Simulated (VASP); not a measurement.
# HgTe (F-43m) in VASP: settings compared, part 2 of 2

VASP 6.6.1.

## Step 5: Single point, BLYP (volume scaled by 1.04)

INCAR reads:

```
SYSTEM = HgTe
PREC = Accurate
ENCUT = 520
EDIFF = 1E-6
ISMEAR = 0
SIGMA = 0.05
LREAL = .False.
LASPH = .True.
NELM = 60
ALGO = Normal
ISIF = 2
LWAVE = .False.
LCHARG = .False.
GGA = B5
ALDAX = 1.0
AGGAX = 1.0
AGGAC = 1.0
ALDAC = 0.0
NBANDS = 16
```

KPOINTS reads:

```
regular mesh
0
Gamma
  6 6 6
  0 0 0
```

POSCAR reads:

```
HgTe
1.0
    0.0000000000      3.4630992575      3.4630992575
    3.4630992575      0.0000000000      3.4630992575
    3.4630992575      3.4630992575      0.0000000000
Hg Te
1 1
Direct
    0.0000000000      0.0000000000      0.0000000000
    0.2500000000      0.2500000000      0.2500000000
```

Launch:

```
> cat potpaw_PBE.64/Hg/POTCAR potpaw_PBE.64/Te/POTCAR > POTCAR
> mpirun -np 1 vasp_std > vasp.out
```

It took 73 s on 1 thread of AMD EPYC 7R13, shared host; peak memory 0.18 GiB.

It converged, with:

```
Free energy            : -2.6975 eV
Pressure               : -0.8 GPa
Band gap on the k mesh : zero (filled and empty bands touch)
```

Levels at points of the mesh, in eV from the Fermi level:
```csv
k point,band 7,band 8,band 9,band 10,band 11,band 12
"(0.00, 0.00, 0.00)",-1.26,-0.02,-0.02,-0.02,4.51,4.51
"(0.50, 0.00, 0.00)",-4.32,-0.65,-0.65,0.63,5.17,5.17
"(0.50, 0.50, 0.00)",-4.43,-1.52,-1.52,1.81,2.99,7.61
```

Caveat: the cell differs from its parent crystal (volume scaled by 1.04); the PAW data sets were made with another functional, which shifts forces and pressure a little; spin-orbit coupling is left out, which moves the levels of the heavy elements.

## Step 6: Single point, r2SCAN+rVV10

This run uses another cell than the first one, of 33.50 Å³/atom, 0.845 times its volume.

POSCAR reads:

```
HgTe
1.0
    0.0000000000      3.2234988908      3.2234988908
    3.2234988908      0.0000000000      3.2234988908
    3.2234988908      3.2234988908      0.0000000000
Hg Te
1 1
Direct
    0.0000000000      0.0000000000      0.0000000000
    0.2500000000      0.2500000000      0.2500000000
```

INCAR.step1 reads:

```
ALGO     = Normal         # electronic algorithm
EDIFF    = 1E-4           # SCF threshold, eV
ENCUT    = 520            # plane-wave cutoff, eV
GGA      = PE             # functional
ISMEAR   = 0              # smearing method
LASPH    = True           # aspherical terms in the spheres
LCHARG   = False          # write CHGCAR
LREAL    = False          # projectors in reciprocal space
LWAVE    = True           # write WAVECAR
NBANDS   = 16             # bands
NELM     = 80             # most SCF steps
PREC     = Accurate       # precision mode
SIGMA    = 0.05           # smearing width, eV
```

INCAR.step2 reads:

```
ALGO     = Normal         # electronic algorithm
BPARAM   = 11.95        
CPARAM   = 0.0093       
EDIFF    = 1E-7           # SCF threshold, eV
ENCUT    = 520            # plane-wave cutoff, eV
ISIF     = 2              # what is computed and relaxed
ISMEAR   = 0              # smearing method
ISTART   = 1            
IVDW_NL  = 2            
LASPH    = True           # aspherical terms in the spheres
LCHARG   = False          # write CHGCAR
LMIXTAU  = True         
LREAL    = False          # projectors in reciprocal space
LUSE_VDW = True         
LWAVE    = False          # write WAVECAR
METAGGA  = R2SCAN         # meta-GGA
NBANDS   = 16             # bands
NELM     = 80             # most SCF steps
PREC     = Accurate       # precision mode
SIGMA    = 0.05           # smearing width, eV
```

KPOINTS reads:

```
k-points
0
Gamma
  6 6 6
```

Potentials or basis: VASP PAW PBE potentials, release 64 (Hg, Te).

Launch:

```
> cat potpaw_PBE.64/Hg/POTCAR potpaw_PBE.64/Te/POTCAR > POTCAR
> cp INCAR.step1 INCAR
> mpirun -np 1 vasp_std > vasp.out
> cp INCAR.step2 INCAR
> mpirun -np 1 vasp_std > vasp.out
```

OUTCAR:

```text
BPARAM = 11.95
   EDIFF = 1E-7
   ENCUT = 520
   ISIF = 2
   ISMEAR = 0
   ISTART = 1
   IVDW_NL = 2
   LASPH = True
   LREAL = False
   METAGGA = R2SCAN
   NELM = 80
   PREC = Accurate

 ion  position               nearest neighbor table
   1  0.000  0.000  0.000-   2 2.79   2 2.79   2 2.79   2 2.79
   2  0.250  0.250  0.250-   1 2.79   1 2.79   1 2.79   1 2.79

  LATTYP: Found a face centered cubic cell.
 ALAT       =     6.4469977816

  Lattice vectors:

 A1 = (   0.0000000000,   3.2234988908,   3.2234988908)
 A2 = (   3.2234988908,   0.0000000000,   3.2234988908)
 A3 = (   3.2234988908,   3.2234988908,   0.0000000000)

Analysis of symmetry for initial positions (statically):
=====================================================================
 Subroutine PRICEL returns:
 Original cell was already a primitive cell.

 Routine SETGRP: Setting up the symmetry group for a
 face centered cubic supercell.

 Subroutine GETGRP returns: Found 24 space group operations
 (whereof 24 operations were pure point group operations)
 out of a pool of 48 trial point group operations.

The static configuration has the point symmetry T_d .

Analysis of symmetry for dynamics (positions and initial velocities):
=====================================================================
 Subroutine PRICEL returns:
 Original cell was already a primitive cell.

 Routine SETGRP: Setting up the symmetry group for a
 face centered cubic supercell.

 Subroutine GETGRP returns: Found 24 space group operations
 (whereof 24 operations were pure point group operations)
 out of a pool of 48 trial point group operations.

The dynamic configuration has the point symmetry T_d .

 Subroutine INISYM returns: Found 24 space group operations
 (whereof 24 operations are pure point group operations),
 and found     1 'primitive' translations
[... 102 lines left out ...]
   EFERMI_NEDOS =   21; number of points for ismear=-14 and -15
   IALGO  =     38    algorithm
   IMIX   =      4    mixing-type and parameters
     AMIX     =   0.40;   BMIX     =  1.00
     AMIX_MAG =   1.60;   BMIX_MAG =  1.00
  volume/ion in A,a.u.               =      33.50       226.04
  Fermi-wavevector in a.u.,A,eV,Ry     =   1.056399  1.996305 15.183825  1.115980
  Thomas-Fermi vector in A             =   2.191634
   LORBIT       =      0    0 simple, 1 ext, 2 COOP (PROOUT), +10 PAW based schemes
   METAGGA = R2SCAN    functional components
   LHFCALC =     F    Hartree Fock is set to
   AEXX    =    0.0000 exact exchange contribution
   IVDW_NL    =     2    kernel type
   BPARAM     =11.9500
   IVDW    =     0    specifies the selected vdW correction
   LEPSILON=     F    determine dielectric tensor
   LRPA    =     F    only Hartree local field effects (RPA)
 non-spin polarized calculation
 Gauss-broadening in eV      SIGMA  =   0.05
  energy-cutoff  :      520.00
  volume of cell :       66.99
 maximum number of plane-waves:      1821
 NGX is ok and might be reduce to    36
   NGX = 17   NGY = 17   NGZ = 17

 number of electron      18.0000001 magnetization

 Free energy of the ion-electron system (eV)
  ---------------------------------------------------
  ext. energy  EPLUGINS =         0.00000000
  ---------------------------------------------------
  free energy    TOTEN  =       -74.59808440 eV

  energy without entropy =      -74.59772732  energy(sigma->0) =      -74.59790586

 E-fermi :   2.9632     XC(G=0):  -9.4334

 val. band max:        2.9479946016   @ k =   0.0000   0.0000   0.0000
 cond. band min:       3.8697467510   @ k =   0.5000   0.0000   0.0000
 fundamental gap:      0.9217521494
 Fermi energy:         2.9632230299

 k-point     1 :       0.0000    0.0000    0.0000
  band No.  band energies     occupation
      1      -9.5290      2.00000
      2      -4.7431      2.00000
      3      -4.7431      2.00000
      4      -4.7431      2.00000
      5      -4.1574      2.00000
      6      -4.1574      2.00000
[... 281 lines left out ...]
      3      -4.4306      2.00000
      4      -4.2924      2.00000
      5      -4.1394      2.00000
      6      -3.5296      2.00000
[... 8 lines left out ...]
     15      14.3780      0.00000
     16      14.6754      0.00000

------------------------ aborting loop because EDIFF is reached ----------------------------------------

  FORCE on cell =-STRESS in cart. coord.  units (eV):
  Direction    XX          YY          ZZ          XY          YZ          ZX
  --------------------------------------------------------------------------------------
  -------------------------------------------------------------------------------------
  Total        0.8817375      0.8817375      0.8817375      0.0000000      0.0000000      0.0000000
  in kB       21.0880947     21.0880947     21.0880947      0.0000000      0.0000000      0.0000000
  external PRESSURE =      21.0880947 kB  Pullay stress =       0.0000000 kB

 VOLUME and BASIS-vectors are now :
 -----------------------------------------------------------------------------
  energy-cutoff  :      520.00
  volume of cell :       66.99
      direct lattice vectors                 reciprocal lattice vectors
     0.000000000  3.223498891  3.223498891    -0.155110958  0.155110958  0.155110958
     3.223498891  0.000000000  3.223498891     0.155110958 -0.155110958  0.155110958
     3.223498891  3.223498891  0.000000000     0.155110958  0.155110958 -0.155110958

 POSITION                                       TOTAL-FORCE (eV/Angst)
 -----------------------------------------------------------------------------------
      0.00000      0.00000      0.00000        -0.000000     -0.000000     -0.000000
      1.61175      1.61175      1.61175         0.000000      0.000000      0.000000
 -----------------------------------------------------------------------------------
    total drift:                                0.000000      0.000000     -0.000000

  FREE ENERGIE OF THE ION-ELECTRON SYSTEM (eV)
  ---------------------------------------------------
  free  energy   TOTEN  =       -74.5980844045 eV

  energy  without entropy=      -74.5977273158  energy(sigma->0) =      -74.59790586
```

OUTCAR.step1:

```text
EDIFF = 1E-4
   ENCUT = 520
   GGA = PE
   ISMEAR = 0
   LASPH = True
[... 514 lines left out ...]
 -----------------------------------------------------------------------------------
      0.00000      0.00000      0.00000         0.000000      0.000000      0.000000
      1.61175      1.61175      1.61175        -0.000000     -0.000000     -0.000000
 -----------------------------------------------------------------------------------
    total drift:                                0.000000      0.000000      0.000000

  FREE ENERGIE OF THE ION-ELECTRON SYSTEM (eV)
  ---------------------------------------------------
  free  energy   TOTEN  =        -3.5594827203 eV

  energy  without entropy=       -3.5591256316  energy(sigma->0) =       -3.55930418
```

OSZICAR.step1:

```text
N       E                     dE             d eps       ncg     rms          rms(c)
DAV:   1     0.106713072813E+03    0.10671E+03   -0.79493E+03   512   0.971E+02
DAV:   2     0.191994408738E-02   -0.10671E+03   -0.10026E+03   600   0.231E+02
DAV:   3    -0.373803407907E+01   -0.37400E+01   -0.37270E+01   624   0.440E+01
DAV:   4    -0.377477508968E+01   -0.36741E-01   -0.36738E-01   760   0.395E+00
DAV:   5    -0.377494584034E+01   -0.17075E-03   -0.17075E-03   656   0.231E-01    0.781E+00
DAV:   6    -0.356816922601E+01    0.20678E+00   -0.40343E-01   600   0.861E+00    0.615E+00
DAV:   7    -0.356024677302E+01    0.79225E-02   -0.10303E-01   568   0.220E+00    0.222E+00
DAV:   8    -0.355946053021E+01    0.78624E-03   -0.11361E-02   576   0.123E+00    0.554E-01
DAV:   9    -0.355948272032E+01   -0.22190E-04   -0.74450E-04   632   0.317E-01
   1 F= -.35594827E+01 E0= -.35593042E+01  d E =-.357089E-03
```

Wall time 3.7 min (1 thread of Intel Xeon Platinum 8488C (Sapphire Rapids), shared host); peak memory 0.39 GiB.

What came out:

```
Free energy            : -74.5981 eV
Pressure               : 2.1 GPa
Band gap on the k mesh : zero (filled and empty bands touch)
```

Caveat: the PAW data sets were made with another functional, which shifts forces and pressure a little; spin-orbit coupling is left out, which moves the levels of the heavy elements.

## Step 7: Overview

```csv
level,cell,gap on the mesh (eV),pressure (GPa)
revPBE,"a = 4.822 Å, angles 60.0°, 2 atoms",none,-1.0
BLYP,"a = 4.834 Å, angles 60.0°, 2 atoms",none,0.2
BLYP,"a = 4.866 Å, angles 60.0°, 2 atoms",none,-0.4
BLYP,"a = 4.898 Å, angles 60.0°, 2 atoms",none,-0.8
r2SCAN+rVV10,"a = 4.559 Å, angles 60.0°, 2 atoms",none,2.1
```

Alike in all rows: task single point; potentials or basis VASP PAW PBE potentials, release 64 (Hg, Te); no spin polarisation; k mesh 6 × 6 × 6; cutoff (eV) 520; smearing gaussian 0.05 eV.

Caveats: the PAW data sets were made with another functional, which shifts forces and pressure a little; spin-orbit coupling is left out, which moves the levels of the heavy elements.

Absolute energies hang on the potentials; compare differences alone.
